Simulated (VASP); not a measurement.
**Ga: relaxation of cell and atoms with LDA**

Crystal: Ga.

```
Ga
1.0
    -1.29622    1.29622    1.29622
     1.29622   -1.29622    1.29622
     1.29622    1.29622   -1.29622
Ga
1
Cartesian
  0.0000 0.0000 0.0000
```

This isn't the form of Ga at room conditions, which is orthorhombic.

```yaml
Program: VASP 6.6.1
Task: relaxation of cell and atoms
Functional: LDA
Potentials_or_basis: VASP PAW LDA potentials, release 64 (Ga_d)
Cutoff: 600 eV
k_mesh: 20 × 20 × 20
Occupations: fermi-dirac, width 0.1 eV
Spin: no spin polarisation
Target_pressure: 230 GPa
Dipole_correction: no
Further_INCAR_settings: ALGO = Normal; EDIFF = 1e-07; IBRION = 2; EDIFFG = -0.005; NSW = 60; ISIF = 3
```

```json
{"Relaxed volume": "8.75 Å³/atom", "Relaxed cell": "a = 2.248 Å, b = 2.248 Å, c = 2.248 Å, α = 109.47°, β = 109.47°, γ = 109.47°", "Space group after relaxing (to 0.1 Å)": "Im-3m (No. 229)", "Energy change on relaxing (the run minimises the enthalpy)": "-49.0 meV/atom", "Ionic steps": "3", "Pressure after relaxing": "229.9 GPa", "Band gap on the k mesh": "zero (an odd number of electrons rules out a gap without spin polarisation)"}
```

The path:
```tsv
step	energy change (eV)	largest force (eV/Å)	pressure (GPa)	volume (Å³)
1	0.0000	0.0000	233.41	8.71
2	-0.3261	0.0000	210.65	8.95
3	-0.0490	0.0000	229.95	8.75
```

Final structure:
```yaml
crystal:
  lattice:
    - [-1.29790, 1.29790, 1.29790]
    - [1.29790, -1.29790, 1.29790]
    - [1.29790, 1.29790, -1.29790]
  atoms:
    - { symbol: Ga, position: [0.00000, 0.00000, 0.00000] }
```

Levels at points of the mesh, in eV from the Fermi level:
| k point | band 2 | band 3 | band 4 | band 5 | band 6 | band 7 | band 8 | band 9 | band 10 |
| --- | --- | --- | --- | --- | --- | --- | --- | --- | --- |
| (0.00, 0.00, 0.00) | -17.72 | -17.72 | -17.72 | -16.74 | -16.74 | 22.40 | 22.40 | 22.40 | 25.38 |
| (0.50, 0.00, 0.00) | -18.29 | -16.78 | -16.68 | -16.09 | -9.13 | -4.95 | 12.37 | 12.98 | 16.92 |
| (0.50, 0.50, 0.50) | -18.74 | -16.25 | -16.25 | -16.25 | 1.28 | 1.28 | 1.28 | 6.88 | 6.88 |

Run time: 92 s on 1 thread of Intel Xeon 8259CL, on a shared host, peak memory 0.14 GiB.

Caveat: the cell is relaxed towards a set pressure, so the run minimises the enthalpy, not the energy.
